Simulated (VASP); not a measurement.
Here is a VASP 6.6.1 calculation.

The input INCAR:

```
SYSTEM = GaGe3
  PREC = Accurate
  ENCUT = 520
  EDIFF = 1E-7
  ISMEAR = -1
  SIGMA = 0.05
  LREAL = .FALSE.
  LASPH = .TRUE.
  NELM = 100
  ALGO = Normal
  ISIF = 2
  LWAVE = .FALSE.
  LCHARG = .FALSE.
  GGA = CA
  NBANDS = 36
```

KPOINTS

```
regular mesh
0
G
  7 7 7
  0 0 0
```

File POSCAR:

```
GaGe3
1.0
    0.0000000000      3.3413888613      3.3413888613
    3.3413888613      0.0000000000      3.3413888613
    3.3413888613      3.3413888613      0.0000000000
Ge Ga
3 1
Direct
    0.5000000000      0.5000000000      0.5000000000
    0.7500000000      0.7500000000      0.7500000000
    0.2500000000      0.2500000000      0.2500000000
    0.0000000000      0.0000000000      0.0000000000
```

Potentials or basis: VASP PAW LDA potentials, release 64 (Ge_d, Ga_d).

Launch:

```console
$ cat potpaw_LDA.64/Ge_d/POTCAR potpaw_LDA.64/Ga_d/POTCAR > POTCAR
$ mpirun -np 1 vasp_std > vasp.out
```

**Question.** Predict the pressure.

**Answer.** -3.1 GPa.
